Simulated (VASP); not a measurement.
# NaCl (I4mm) in VASP: a series of runs

The runs below take NaCl through single point, with PBEsol.

All numbers are computed with VASP 6.6.1; they aren't measurements. Logs are shortened: lines on timing, memory, paths and dates and some standing lists are left out, and cuts for length are marked.

### Step 1. The cell of the first run

Symmetry: I4mm, No. 107, tetragonal system. Conventional cell: a = 4.005 Å, b = 4.005 Å, c = 5.663 Å, α = 90.00°, β = 90.00°, γ = 90.00°. Within 3.0 Å of Na (site symmetry 4mm) lie 5 Cl at 2.23 to 2.89 Å. Cl (site symmetry 4mm) has 5 Na at 2.23 to 2.89 Å within 3.0 Å.

### Step 2. Single point, PBEsol (atom 1 (Na) moved by (-0.600, +0.000) A along y and z)

Contents of INCAR:

```
SYSTEM = NaCl
PREC = Accurate ; ENCUT = 500
EDIFF = 1E-6 ; ISMEAR = 0
SIGMA = 0.05 ; LREAL = .False.
LASPH = .True. ; NELM = 120
ALGO = Normal ; ISIF = 2
LWAVE = .False. ; LCHARG = .True.
GGA = PS ; LELF = .True.
LVHAR = .True. ; NBANDS = 14
GGA_COMPAT = .False.
```

Contents of KPOINTS:

```
regular mesh
0
Gamma
  8 8 8
  0 0 0
```

Contents of POSCAR:

```
NaCl
1.0
    0.0000000000      2.8317500000      2.8317500000
    2.8317500000      0.0000000000      2.8317500000
    2.8317500000      2.8317500000      0.0000000000
Na Cl
1 1
Direct
   -0.1059415556      0.1059415556     -0.1059415556
    0.5000000000      0.5000000000      0.5000000000
```

Potentials or basis: VASP PAW PBE potentials, release 64 (Na_pv, Cl).

On the command line:

```
cat potpaw_PBE.64/Na_pv/POTCAR potpaw_PBE.64/Cl/POTCAR > POTCAR
mpirun -np 1 vasp_std > vasp.out
```

OUTCAR:

```text
SYSTEM = NaCl
   PREC = Accurate
   ENCUT = 500
   EDIFF = 1E-6
   ISMEAR = 0
   LREAL = .False.
   LASPH = .True.
   NELM = 120
   ISIF = 2
   GGA = PS

 ion  position               nearest neighbor table
   1  0.894  0.106  0.894-   2 2.23
   2  0.500  0.500  0.500-   1 2.23

  LATTYP: Found a face centered cubic cell.
 ALAT       =     5.6635000000

  Lattice vectors:

 A1 = (   0.0000000000,   2.8317500000,   2.8317500000)
 A2 = (   2.8317500000,   0.0000000000,   2.8317500000)
 A3 = (   2.8317500000,   2.8317500000,   0.0000000000)

Analysis of symmetry for initial positions (statically):
=====================================================================
 Subroutine PRICEL returns:
 Original cell was already a primitive cell.

 Routine SETGRP: Setting up the symmetry group for a
 face centered cubic supercell.

 Subroutine GETGRP returns: Found  8 space group operations
 (whereof  8 operations were pure point group operations)
 out of a pool of 48 trial point group operations.

The static configuration has the point symmetry C_4v.

Analysis of symmetry for dynamics (positions and initial velocities):
=====================================================================
 Subroutine PRICEL returns:
 Original cell was already a primitive cell.

 Routine SETGRP: Setting up the symmetry group for a
 face centered cubic supercell.

 Subroutine GETGRP returns: Found  8 space group operations
 (whereof  8 operations were pure point group operations)
 out of a pool of 48 trial point group operations.

The dynamic configuration has the point symmetry C_4v.

 Subroutine INISYM returns: Found  8 space group operations
 (whereof  8 operations are pure point group operations),
 and found     1 'primitive' translations

----------------------------------------------------------------------------------------

                                     Primitive cell

  volume of cell :      45.4145

  direct lattice vectors                    reciprocal lattice vectors
     0.000000000  2.831750000  2.831750000    -0.176569259  0.176569259  0.176569259
     2.831750000  0.000000000  2.831750000     0.176569259 -0.176569259  0.176569259
     2.831750000  2.831750000  0.000000000     0.176569259  0.176569259 -0.176569259

  length of vectors
     4.004699255  4.004699255  4.004699255     0.305826928  0.305826928  0.305826928

  position of ions in fractional coordinates (direct lattice)
     0.894058444  0.105941556  0.894058444
     0.500000000  0.500000000  0.500000000

  ion indices of the primitive-cell ions
   primitive index   ion index
                 1           1
                 2           2

----------------------------------------------------------------------------------------

 KPOINTS: regular mesh

Automatic generation of k-mesh.
 Grid dimensions read from file:
 generate k-points for:    8    8    8

 Generating k-lattice:

  Cartesian coordinates                     Fractional coordinates (reciprocal lattice)
    -0.022071157  0.022071157  0.022071157     0.125000000  0.000000000  0.000000000
     0.022071157 -0.022071157  0.022071157     0.000000000  0.125000000  0.000000000
     0.022071157  0.022071157 -0.022071157     0.000000000  0.000000000  0.125000000

  Length of vectors
     0.038228366  0.038228366  0.038228366

  Shift w.r.t. Gamma in fractional coordinates (k-lattice)
     0.000000000  0.000000000  0.000000000

 Subroutine IBZKPT returns following result:
 ===========================================

 Found     59 irreducible k-points:

 Following reciprocal coordinates:
            Coordinates               Weight
  0.000000  0.000000  0.000000      1.000000
  0.125000  0.000000  0.000000      8.000000
  0.250000  0.000000  0.000000      8.000000
  0.375000  0.000000  0.000000      8.000000
  0.500000  0.000000  0.000000      4.000000
  0.125000  0.125000  0.000000      4.000000
[... 16 lines left out ...]
  0.250000  0.000000  0.375000      8.000000
  0.500000  0.250000  0.000000     16.000000
 [... further k-points ...]
   k-points           NKPTS =     59   k-points in BZ     NKDIM =     59   number of bands    NBANDS=     14
   number of dos      NEDOS =    301   number of ions     NIONS =      2
   total plane-waves  NPLWV =  27000
   dimension x,y,z NGX =    30 NGY =   30 NGZ =   30
   dimension x,y,z NGXF=    60 NGYF=   60 NGZF=   60
   ions per type =               1   1
   NGX,Y,Z   is equivalent  to a cutoff of  12.45, 12.45, 12.45 a.u.
   NGXF,Y,Z  is equivalent  to a cutoff of  24.91, 24.91, 24.91 a.u.
 SYSTEM =  NaCl
   PREC   = accura    normal or accurate (medium, high low for compatibility)
   ISTART =      0    job   : 0-new  1-cont  2-samecut
   ICHARG =      2    charge: 1-file 2-atom 10-const
   ISPIN  =      1    spin polarized calculation?
   LNONCOLLINEAR =      F non collinear calculations
   LSORBIT =      F    spin-orbit coupling
   LASPH  =      T    aspherical Exc in radial PAW
   ENCUT  =  500.0 eV  36.75 Ry    6.06 a.u.   7.30  7.30  7.30*2*pi/ulx,y,z
   NELM   =    120;   NELMIN=  2; NELMDL= -5     # of ELM steps
   EDIFF  = 0.1E-05   stopping-criterion for ELM
   LREAL  =      F    real-space projection
   EDIFFG = 0.1E-04   stopping-criterion for IOM
   NSW    =      0    number of steps for IOM
   IBRION =     -1    ionic relax: 0-MD 1-quasi-New 2-CG
   NFREE  =      0    steps in history (QN), initial steepest desc. (CG)
   ISIF   =      2    stress and relaxation
   ISYM   =      2    0-nonsym 1-usesym 2-fastsym
   POTIM  = 0.5000    time-step for ionic-motion
   TEBEG  =    0.0;   TEEND  =   0.0 temperature during run
   PSTRESS=    0.0 pullay stress
   NELECT =      14.0000    total number of electrons
   NUPDOWN=      -1.0000    fix difference up-down
   EMIN   =  10.00;   EMAX   =-10.00  energy-range for DOS
   EFERMI =   0.00;   METHOD = LEGACY
   ISMEAR =     0;   SIGMA  =   0.05  broadening in eV -4-tet -1-fermi 0-gaus
   EFERMI_NEDOS =   21; number of points for ismear=-14 and -15
   IALGO  =     38    algorithm
   IMIX   =      4    mixing-type and parameters
     AMIX     =   0.40;   BMIX     =  1.00
     AMIX_MAG =   1.60;   BMIX_MAG =  1.00
  volume/ion in A,a.u.               =      22.71       153.24
  Fermi-wavevector in a.u.,A,eV,Ry     =   1.105909  2.089864 16.640388  1.223034
  Thomas-Fermi vector in A             =   2.242402
   LORBIT       =      0    0 simple, 1 ext, 2 COOP (PROOUT), +10 PAW based schemes
   GGA     = PS    functional components
   LHFCALC =     F    Hartree Fock is set to
   AEXX    =    0.0000 exact exchange contribution
   IVDW    =     0    specifies the selected vdW correction
   LEPSILON=     F    determine dielectric tensor
   LRPA    =     F    only Hartree local field effects (RPA)
 non-spin polarized calculation
 Gauss-broadening in eV      SIGMA  =   0.05
  energy-cutoff  :      500.00
  volume of cell :       45.41
 maximum number of plane-waves:      1174
 NGX is ok and might be reduce to    30
   NGX = 15   NGY = 15   NGZ = 15

 number of electron      13.9999998 magnetization

 Free energy of the ion-electron system (eV)
  ---------------------------------------------------
  ext. energy  EPLUGINS =         0.00000000
  ---------------------------------------------------
  free energy    TOTEN  =        -6.55395919 eV

  energy without entropy =       -6.55395919  energy(sigma->0) =       -6.55395919

 E-fermi :  -0.6039     XC(G=0):  -8.2109

 val. band max:       -0.9153298114   @ k =   0.0000   0.0000   0.0000
 cond. band min:       4.0129311771   @ k =   0.0000   0.0000   0.0000
 fundamental gap:      4.9282609885
 Fermi energy:        -0.6039481231

 k-point     1 :       0.0000    0.0000    0.0000
  band No.  band energies     occupation
      1     -21.5203      2.00000
      2     -21.4459      2.00000
      3     -21.4459      2.00000
      4     -13.4948      2.00000
      5      -0.9542      2.00000
      6      -0.9153      2.00000
      7      -0.9153      2.00000
      8       4.0129      0.00000
      9      10.2530      0.00000
     10      10.2530      0.00000
     11      10.3326      0.00000
     12      12.4167      0.00000
     13      13.0333      0.00000
     14      13.3677      0.00000

 k-point     2 :       0.1250    0.0000    0.0000
  band No.  band energies     occupation
      1     -21.5231      2.00000
      2     -21.4486      2.00000
      3     -21.4464      2.00000
      4     -13.4487      2.00000
      5      -1.2885      2.00000
      6      -0.9686      2.00000
      7      -0.9484      2.00000
      8       4.4997      0.00000
      9       9.6164      0.00000
     10      10.4179      0.00000
     11      10.4786      0.00000
     12      12.1005      0.00000
     13      12.7058      0.00000
     14      14.3635      0.00000

 k-point     3 :       0.2500    0.0000    0.0000
  band No.  band energies     occupation
      1     -21.5302      2.00000
      2     -21.4542      2.00000
      3     -21.4476      2.00000
      4     -13.3345      2.00000
      5      -1.9867      2.00000
      6      -1.0460      2.00000
      7      -1.0259      2.00000
      8       5.4762      0.00000
      9       8.9046      0.00000
     10      10.4330      0.00000
     11      10.6052      0.00000
     12      12.2593      0.00000
     13      12.7616      0.00000
     14      14.2619      0.00000

 k-point     4 :       0.3750    0.0000    0.0000
  band No.  band energies     occupation
      1     -21.5381      2.00000
      2     -21.4590      2.00000
      3     -21.4487      2.00000
      4     -13.2159      2.00000
      5      -2.5629      2.00000
      6      -1.1196      2.00000
      7      -1.1005      2.00000
      8       6.1106      0.00000
      9       8.8984      0.00000
     10      10.1051      0.00000
     11      10.4832      0.00000
     12      13.4788      0.00000
     13      13.4835      0.00000
     14      14.2157      0.00000

 k-point     5 :       0.5000    0.0000    0.0000
  band No.  band energies     occupation
      1     -21.5416      2.00000
      2     -21.4607      2.00000
      3     -21.4492      2.00000
      4     -13.1654      2.00000
      5      -2.7794      2.00000
      6      -1.1493      2.00000
      7      -1.1306      2.00000
      8       6.2330      0.00000
      9       9.0933      0.00000
     10       9.9565      0.00000
     11      10.4801      0.00000
[... 276 lines left out ...]
 k-point    22 :       0.3750    0.2500    0.0000
  band No.  band energies     occupation
      1     -21.5319      2.00000
      2     -21.4616      2.00000
      3     -21.4512      2.00000
      4     -13.2102      2.00000
      5      -2.2571      2.00000
      6      -1.3891      2.00000
      7      -1.3115      2.00000
      8       6.6701      0.00000
      9       7.9050      0.00000
     10       9.2129      0.00000
     11      11.7027      0.00000
     12      12.3392      0.00000
     13      14.5602      0.00000
     14      16.7031      0.00000

 k-point    23 :       0.2500    0.0000    0.3750
  band No.  band energies     occupation
      1     -21.5448      2.00000
      2     -21.4540      2.00000
      3     -21.4522      2.00000
      4     -13.1996      2.00000
      5      -2.2383      2.00000
      6      -1.3722      2.00000
      7      -1.2915      2.00000
      8       6.4153      0.00000
      9       7.8696      0.00000
     10       9.6739      0.00000
     11      11.6374      0.00000
     12      12.4569      0.00000
     13      14.1492      0.00000
     14      16.4469      0.00000

 k-point    24 :       0.5000    0.2500    0.0000
  band No.  band energies     occupation
      1     -21.5371      2.00000
      2     -21.4628      2.00000
      3     -21.4532      2.00000
      4     -13.1387      2.00000
      5      -2.4390      2.00000
      6      -1.6417      2.00000
      7      -1.3269      2.00000
      8       7.1358      0.00000
      9       8.0796      0.00000
     10       9.1121      0.00000
     11      11.4765      0.00000
     12      13.0888      0.00000
     13      15.3502      0.00000
     14      15.8807      0.00000

 [... further k-points ...]
[... 5 lines left out ...]
  --------------------------------------------------------------------------------------
  -------------------------------------------------------------------------------------
  Total       -0.3920751      4.5964567     -0.3920751      0.0000000      0.0000000     -0.0000000
  in kB      -13.8320061    162.1582451    -13.8320061      0.0000000      0.0000000     -0.0000000
  external PRESSURE =      44.8314109 kB  Pullay stress =       0.0000000 kB

 VOLUME and BASIS-vectors are now :
 -----------------------------------------------------------------------------
  energy-cutoff  :      500.00
  volume of cell :       45.41
      direct lattice vectors                 reciprocal lattice vectors
     0.000000000  2.831750000  2.831750000    -0.176569259  0.176569259  0.176569259
     2.831750000  0.000000000  2.831750000     0.176569259 -0.176569259  0.176569259
     2.831750000  2.831750000  0.000000000     0.176569259  0.176569259 -0.176569259

 POSITION                                       TOTAL-FORCE (eV/Angst)
 -----------------------------------------------------------------------------------
      2.83175      5.06350      2.83175         0.000000      2.317609      0.000000
      2.83175      2.83175      2.83175         0.000000     -2.317609      0.000000
 -----------------------------------------------------------------------------------
    total drift:                               -0.000002      0.000088     -0.000002

  FREE ENERGIE OF THE ION-ELECTRON SYSTEM (eV)
  ---------------------------------------------------
  free  energy   TOTEN  =        -6.5539591888 eV

  energy  without entropy=       -6.5539591888  energy(sigma->0) =       -6.55395919
```

It took 38 s on 1 thread of AMD EPYC 7R13 (Zen 3), shared host; peak memory 0.15 GiB.

What came out:

- Free energy: -6.5540 eV
- Pressure: 4.5 GPa
- Largest force: 2.318 eV/Å
- Band gap on the k mesh: 4.93 eV

Forces in eV/Å, atoms in the order of the input:
```
Na   0.000  2.318  0.000
Cl   0.000 -2.318  0.000
```

Stress tensor (GPa, compression positive):
```
-1.38  0.00  0.00
 0.00 16.22  0.00
 0.00  0.00 -1.38
```

Levels at points of the mesh, in eV from the valence-band top:
| k point | band 5 | band 6 | band 7 | band 8 | band 9 | band 10 |
| --- | --- | --- | --- | --- | --- | --- |
| (0.00, 0.00, 0.00) | -0.04 | 0.00 | 0.00 | 4.93 | 11.17 | 11.17 |
| (0.50, 0.00, 0.00) | -1.86 | -0.23 | -0.22 | 7.15 | 10.01 | 10.87 |
| (0.50, 0.50, 0.00) | -1.61 | -0.61 | -0.56 | 7.36 | 8.08 | 11.13 |
| (0.50, 0.00, 0.50) | -1.57 | -0.55 | -0.55 | 7.32 | 7.99 | 11.00 |

Caveat: the cell differs from its parent crystal (atom 1 (Na) moved by (-0.600, +0.000) A along y and z); the stress differs along the axes, from -1 to 16 GPa; the PAW data sets were made with another functional, which shifts forces and pressure a little.

### Step 3. Single point, PBEsol (atom 1 (Na) moved by (-0.300, +0.000) A along y and z)

Contents of INCAR:

```
PREC = Accurate
ENCUT = 500
EDIFF = 1E-6
ISMEAR = 0
SIGMA = 0.05
LREAL = F
LASPH = T
NELM = 120
ALGO = Normal
ISIF = 2
LWAVE = F
LCHARG = T
GGA = PS
LELF = T
LVHAR = T
NBANDS = 14
GGA_COMPAT = F
```

Contents of KPOINTS:

```
Automatic mesh
0
Gamma
  8 8 8
```

POSCAR, as its differences from that of step 2:

```diff
@@ -8,3 +8,3 @@
 Direct
-   -0.1059415556      0.1059415556     -0.1059415556
+   -0.0529707778      0.0529707778     -0.0529707778
     0.5000000000      0.5000000000      0.5000000000
```

Potentials or basis: VASP PAW PBE potentials, release 64 (Na_pv, Cl).

On the command line:

```
cat potpaw_PBE.64/Na_pv/POTCAR potpaw_PBE.64/Cl/POTCAR > POTCAR
mpirun -np 1 vasp_std > vasp.out
```

Run time: 38 s. Hardware: 1 thread of AMD EPYC 7R13 (Zen 3), shared host; peak memory 0.15 GiB.

The run converged. Its results:

* Free energy: -6.9278 eV
* Pressure: 0.2 GPa
* Largest force: 0.534 eV/Å
* Band gap on the k mesh: 4.90 eV

Forces on the atoms (eV/Å):
```
Na   0.000  0.534  0.000
Cl   0.000 -0.534  0.000
```

Stress tensor (GPa, compression positive):
```
-0.96  0.00  0.00
 0.00  2.58  0.00
 0.00  0.00 -0.96
```

Levels at points of the mesh, in eV from the valence-band top:
```csv
k point,band 5,band 6,band 7,band 8,band 9,band 10
"(0.00, 0.00, 0.00)",-0.03,0.00,0.00,4.90,11.03,11.03
"(0.50, 0.00, 0.00)",-1.92,-0.27,-0.25,7.08,10.21,10.84
"(0.50, 0.50, 0.00)",-1.66,-0.60,-0.60,7.39,7.95,11.07
"(0.50, 0.00, 0.50)",-1.66,-0.59,-0.59,7.38,7.92,11.05
```

Caveat: the cell differs from its parent crystal (atom 1 (Na) moved by (-0.300, +0.000) A along y and z); the PAW data sets were made with another functional, which shifts forces and pressure a little.
